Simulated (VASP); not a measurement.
# Si (Fd-3m) in VASP: notebook, part 2 of 2

VASP 6.6.1. The steps go on from the part before.

**4. Elastic constants, PBEsol**

This run uses another cell than the first one, of 19.65 Å³/atom.

INCAR

```
SYSTEM = Si
PREC = Accurate ; ENCUT = 600
EDIFF = 1E-8 ; ISMEAR = 0
SIGMA = 0.01 ; LREAL = .False.
LASPH = .True. ; NELM = 60
ALGO = Normal ; ISIF = 3
LWAVE = .False. ; LCHARG = .False.
GGA = PS ; NBANDS = 11
IBRION = 6 ; NFREE = 2
POTIM = 0.015 ; NSW = 1
```

KPOINTS

```
Automatic mesh
0
Gamma
  8 8 8
  0 0 0
```

POSCAR

```
Si
1.0
    0.0000000000      2.6984310869      2.6984310869
    2.6984310869      0.0000000000      2.6984310869
    2.6984310869      2.6984310869      0.0000000000
Si
2
Direct
    0.2500000000      0.2500000000      0.2500000000
    0.0000000000      0.0000000000      0.0000000000
```

Potentials or basis: VASP PAW PBE potentials, release 64 (Si).

Command:

```bash
cat potpaw_PBE.64/Si/POTCAR > POTCAR
mpirun -np 1 vasp_std > vasp.out
```

OUTCAR:

```text
SYSTEM = Si
   PREC = Accurate
   ENCUT = 600
   EDIFF = 1E-8
   ISMEAR = 0
   LREAL = .False.
   LASPH = .True.
   NELM = 60
   ISIF = 3
   GGA = PS
   IBRION = 6
   NFREE = 2
   POTIM = 0.015
   NSW = 1

 ion  position               nearest neighbor table
   1  0.250  0.250  0.250-   2 2.34   2 2.34   2 2.34   2 2.34
   2  0.000  0.000  0.000-   1 2.34   1 2.34   1 2.34   1 2.34

  LATTYP: Found a face centered cubic cell.
 ALAT       =     5.3968621738

  Lattice vectors:

 A1 = (   0.0000000000,   2.6984310869,   2.6984310869)
 A2 = (   2.6984310869,   0.0000000000,   2.6984310869)
 A3 = (   2.6984310869,   2.6984310869,   0.0000000000)

Analysis of symmetry for initial positions (statically):
=====================================================================
 Subroutine PRICEL returns:
 Original cell was already a primitive cell.

 Routine SETGRP: Setting up the symmetry group for a
 face centered cubic supercell.

 Subroutine GETGRP returns: Found 48 space group operations
 (whereof 24 operations were pure point group operations)
 out of a pool of 48 trial point group operations.

The static configuration has the point symmetry T_d .
 The point group associated with its full space group is O_h .
[... 705 lines left out ...]
  -------------------------------------------------------------------------------------
  Total        0.5210774      0.5251006      0.5251006      0.0000000      0.1615890      0.0000000
  in kB       21.2446113     21.4086396     21.4086396      0.0000000      6.5880709      0.0000000
  external PRESSURE =      21.3539635 kB  Pullay stress =       0.0000000 kB
[... 17 lines left out ...]
  FREE ENERGIE OF THE ION-ELECTRON SYSTEM (eV)
  ---------------------------------------------------
  free  energy   TOTEN  =       -11.4819171061 eV

  energy  without entropy=      -11.4819171061  energy(sigma->0) =      -11.48191711

 INTERNAL STRAIN TENSORS FROM STRAINED CELLS
 ============================================

 INTERNAL STRAIN TENSOR FOR ION    1 for displacements in x,y,z  (eV/Angst):
          X           Y           Z          XY          YZ          ZX
  --------------------------------------------------------------------------------
  x     0.00000    -0.00000    -0.00000     0.00000   -10.77493     0.00000
  y    -0.00000     0.00000    -0.00000     0.00000     0.00000   -10.77497
  z    -0.00000    -0.00000    -0.00000   -10.77489     0.00000    -0.00000

 INTERNAL STRAIN TENSORS FROM DISPLACED ATOMS
 ============================================

 INTERNAL STRAIN TENSOR FOR ION    1 for displacements in x,y,z  (eV/Angst):
          X           Y           Z          XY          YZ          ZX
  --------------------------------------------------------------------------------
  x    -0.00000     0.00000     0.00000     0.00000   -10.77261     0.00000
  y     0.00000     0.00000     0.00000     0.00000     0.00000   -10.77261
  z     0.00000     0.00000    -0.00000   -10.77261     0.00000     0.00000

 INTERNAL STRAIN TENSOR FOR ION    2 for displacements in x,y,z  (eV/Angst):
          X           Y           Z          XY          YZ          ZX
  --------------------------------------------------------------------------------
  x     0.00000     0.00000     0.00000     0.00000    10.77261     0.00000
  y     0.00000    -0.00000     0.00000     0.00000     0.00000    10.77261
  z     0.00000     0.00000     0.00000    10.77261     0.00000     0.00000

 Eigenvectors and eigenvalues of the dynamical matrix
 ----------------------------------------------------

   1 f  =   15.575211 THz    97.861937 2PiTHz  519.533114 cm-1    64.413868 meV
             X         Y         Z           dx          dy          dz
      1.349216  1.349216  1.349216     0.000000   -0.707107    0.000000
      0.000000  0.000000  0.000000     0.000000    0.707107    0.000000
[... 21 lines left out ...]
   6 f  =    0.000000 THz     0.000000 2PiTHz    0.000000 cm-1     0.000000 meV
             X         Y         Z           dx          dy          dz
      1.349216  1.349216  1.349216     0.000000    0.000000    0.707107
      0.000000  0.000000  0.000000     0.000000    0.000000    0.707107

--------------------------------------------------------------------------------------------------------

 ELASTIC MODULI CONTR FROM IONIC RELAXATION (kBar)
 Direction    XX          YY          ZZ          XY          YZ          ZX
 --------------------------------------------------------------------------------
 XX          -0.0000      0.0000      0.0000      0.0000     -0.0000      0.0000
 YY           0.0000     -0.0000      0.0000      0.0000      0.0000      0.0000
 ZZ           0.0000      0.0000     -0.0000     -0.0000      0.0000      0.0000
 XY           0.0000      0.0000     -0.0000   -339.4517      0.0000      0.0000
 YZ          -0.0000      0.0000      0.0000      0.0000   -339.4517      0.0000
 ZX           0.0000      0.0000      0.0000      0.0000      0.0000   -339.4517
 --------------------------------------------------------------------------------

 TOTAL ELASTIC MODULI (kBar)
 Direction    XX          YY          ZZ          XY          YZ          ZX
 --------------------------------------------------------------------------------
 XX        1632.2358    693.4300    693.4300      0.0000      0.0000      0.0000
 YY         693.4300   1632.2358    693.4300      0.0000      0.0000     -0.0000
 ZZ         693.4300    693.4300   1632.2358     -0.0000     -0.0000     -0.0000
 XY           0.0000      0.0000     -0.0000    752.2147      0.0000     -0.0000
 YZ           0.0000      0.0000     -0.0000      0.0000    752.2147     -0.0000
 ZX           0.0000     -0.0000     -0.0000     -0.0000     -0.0000    752.2147
 --------------------------------------------------------------------------------
```

OSZICAR:

```text
N       E                     dE             d eps       ncg     rms          rms(c)
DAV:   1     0.657205073164E+01    0.65721E+01   -0.35062E+03   638   0.644E+02
[... 160 lines left out ...]
DAV:   2    -0.114819978777E+02   -0.51822E-03   -0.63059E-03  2611   0.489E-01    0.783E-02
DAV:   3    -0.114819193668E+02    0.78511E-04   -0.16707E-04  2419   0.744E-02    0.105E-02
DAV:   4    -0.114819181628E+02    0.12041E-05   -0.18697E-05  2603   0.254E-02    0.430E-03
DAV:   5    -0.114819171373E+02    0.10255E-05   -0.23547E-06  2537   0.789E-03    0.111E-03
DAV:   6    -0.114819171159E+02    0.21471E-07   -0.51682E-07  2534   0.381E-03    0.570E-04
DAV:   7    -0.114819171058E+02    0.10097E-07   -0.45751E-08  2421   0.108E-03    0.145E-04
DAV:   8    -0.114819171061E+02   -0.30275E-09   -0.41066E-09  1384   0.389E-04
  15 F= -.11481917E+02 E0= -.11481917E+02  d E =-.774949E-55
```

stdout:

```text
POSCAR found type information on POSCAR Si
 POSCAR found :  1 types and       2 ions
 scaLAPACK will be used
 -----------------------------------------------------------------------------
|                                                                             |
|                                                                             |
|     You enforced a specific xc type in the INCAR file but a different       |
|     I HOPE YOU KNOW WHAT YOU ARE DOING!                                     |
|                                                                             |
 -----------------------------------------------------------------------------

 LDA part: xc-table for (Slater+PW92), standard interpolation
 POSCAR, INCAR and KPOINTS ok, starting setup
 FFT: planning ... GRIDC
 FFT: planning ... GRID_SOFT
 FFT: planning ... GRID
 WAVECAR not read
 entering main loop
 Found     1 degrees of freedom:
 Adding 6 more for cell shape distortion
 Finite differences POTIM= 0.01500 DOF=   7
 bond charge predicted
 Finite differences progress:
 bond charge predicted
 Finite differences progress:
 bond charge predicted
 Finite differences progress:
 bond charge predicted
 Finite differences progress:
 bond charge predicted
 Finite differences progress:
 bond charge predicted
 Finite differences progress:
 bond charge predicted
 Finite differences progress:
 bond charge predicted
 Finite differences progress:
 bond charge predicted
 Finite differences progress:
 bond charge predicted
 Finite differences progress:
 bond charge predicted
 Finite differences progress:
 bond charge predicted
 Finite differences progress:
 bond charge predicted
 Finite differences progress:
 bond charge predicted
 Finite differences progress:
```

Run time: 3 min. Hardware: 1 thread of Intel Xeon 6975P-C (Granite Rapids), shared host; peak memory 0.25 GiB.

What came out:

```
Elastic constants C11, C12, C44 : 163, 69, 75 GPa
Voigt bulk modulus              : 101 GPa
Highest phonon frequency at Γ   : 520 cm⁻¹
```

Phonon frequencies in cm⁻¹ (negative: imaginary):
```tsv
q point	frequencies
(0.000, 0.000, 0.000)	0 0 0 520 520 520
```

Elastic tensor in Voigt notation (GPa, in the Cartesian axes of the cell as first typed):
```
163  69  69   0   0   0
 69 163  69   0   0   0
 69  69 163   0   0   0
  0   0   0  75   0   0
  0   0   0   0  75   0
  0   0   0   0   0  75
```

Clamped-ion elastic tensor (GPa):
```
163  69  69   0   0   0
 69 163  69   0   0   0
 69  69 163   0   0   0
  0   0   0 109   0   0
  0   0   0   0 109   0
  0   0   0   0   0 109
```

Caveat: the cell is under stress, which shifts elastic constants; the PAW data sets were made with another functional, which shifts forces and pressure a little.

**5. Elastic constants, PBEsol**

This run uses another cell than the first one, of 19.85 Å³/atom.

INCAR

```
ALGO = Normal
EDIFF = 1E-8
ENCUT = 600
GGA = PS
IBRION = 6
ISIF = 3
ISMEAR = 0
LASPH = True
LCHARG = True
LREAL = False
LWAVE = False
NELM = 100
NFREE = 2
NSW = 1
POTIM = 0.015
PREC = Accurate
SIGMA = 0.01
```

KPOINTS

```
k-points
0
Gamma
  8 8 8
```

POSCAR

```
Si
1.0
    0.0000000000      2.7074890652      2.7074890652
    2.7074890652      0.0000000000      2.7074890652
    2.7074890652      2.7074890652      0.0000000000
Si
2
Direct
    0.2500000000      0.2500000000      0.2500000000
    0.0000000000      0.0000000000      0.0000000000
```

Command:

```bash
cat potpaw_PBE.64/Si/POTCAR > POTCAR
mpirun -np 1 vasp_std > vasp.out
```

Wall time 1.9 min (1 thread of Intel Xeon 6975P-C (Granite Rapids), shared host); peak memory 0.24 GiB.

Results (log left out):

```yaml
Elastic_constants_C11_C12_C44: 160, 66, 75 GPa
Voigt_bulk_modulus: 97 GPa
Highest_phonon_frequency_at_Γ: 514 cm⁻¹
```

Phonon frequencies in cm⁻¹ (negative: imaginary):
```
              q point        frequencies
(0.000, 0.000, 0.000)  0 0 0 514 514 514
```

Elastic tensor in Voigt notation (GPa, in the Cartesian axes of the cell as first typed):
```
160  66  66   0   0   0
 66 160  66   0   0   0
 66  66 160   0   0   0
  0   0   0  75   0   0
  0   0   0   0  75   0
  0   0   0   0   0  75
```

Clamped-ion elastic tensor (GPa):
```
160  66  66   0   0   0
 66 160  66   0   0   0
 66  66 160   0   0   0
  0   0   0 106   0   0
  0   0   0   0 106   0
  0   0   0   0   0 106
```

Caveat: the cell is under stress, which shifts elastic constants; the PAW data sets were made with another functional, which shifts forces and pressure a little.
